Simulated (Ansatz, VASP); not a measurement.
# P: VASP beside Ansatz

Contents of INCAR:

```
SYSTEM = P
PREC     = Accurate       ! precision mode
ENCUT    = 520            ! plane-wave cutoff, eV
EDIFF    = 1E-6           ! SCF threshold, eV
ISMEAR   = 0              ! smearing method
SIGMA    = 0.05           ! smearing width, eV
LREAL    = .FALSE.        ! projectors in reciprocal space
LASPH    = .TRUE.         ! aspherical terms in the spheres
NELM     = 60             ! most SCF steps
ALGO     = Normal         ! electronic algorithm
ISIF     = 2              ! what is computed and relaxed
LWAVE    = .FALSE.        ! write WAVECAR
LCHARG   = .FALSE.        ! write CHGCAR
NBANDS   = 18             ! bands
```

KPOINTS

```
Automatic mesh
0
G
  10 1 8
  0 0 0
```

The input POSCAR:

```
P
1.0
    3.1810432758      0.0000000000      0.0000000000
    0.0000000000     33.7670274454      0.0000000000
    0.0000000000      0.0000000000      4.9359598279
P
4
Direct
    0.0000000000      0.9702614300      0.5921507200
    0.0000000000      0.0297385700      0.4078492800
    0.5000000000      0.0297385700      0.0921507200
    0.5000000000      0.9702614300      0.9078492800
```

Input for Ansatz:

```yaml
crystal:
  lattice:
    - [3.1810432758, 0.0, 0.0]
    - [0.0, 33.7670274454, 0.0]
    - [0.0, 0.0, 4.9359598279]
  atoms:
    - { symbol: P, position: [0.0, 0.97026143, 0.59215072] }
    - { symbol: P, position: [0.0, 0.02973857, 0.40784928] }
    - { symbol: P, position: [0.5, 0.02973857, 0.09215072] }
    - { symbol: P, position: [0.5, 0.97026143, 0.90784928] }
basis:
  ecutwfc: 420
kpoints:
  mp_grid: { grid: [10, 1, 8] }
hamiltonian:
  xc: lda
scf:
  occupations: { method: gaussian, width: 0.05 }
output:
  forces: true
  stress: true
  eigenvalues: true
```

Alike in both runs: task single point; functional LDA; k mesh 10 × 1 × 8; occupations gaussian, width 0.05 eV; no spin polarisation.

```csv
,VASP,Ansatz
version,VASP 6.6.1,Ansatz 0.2.0
potentials or method,"VASP PAW LDA potentials, release 64 (P), cutoff 520 eV","scalar-relativistic, plane waves, PAW"
valence electrons in the cell,20,20
```

VASP gave:

```
gap on the k mesh at the Fermi level (eV) : 0.98
least direct gap on the mesh (eV)         : 1.36
rms of the force components (eV/Å)        : 0.484
```

Problem. Estimate Ansatz's values.

Solution. gap on the k mesh at the Fermi level (eV): 0.96; least direct gap on the mesh (eV): 1.34; rms of the force components (eV/Å): 0.478.

LDA's correlation is that of Perdew and Zunger in VASP and of Perdew and Wang (1992) in Ansatz. Atom by atom the forces differ by 0.024 eV/Å (rms over components).
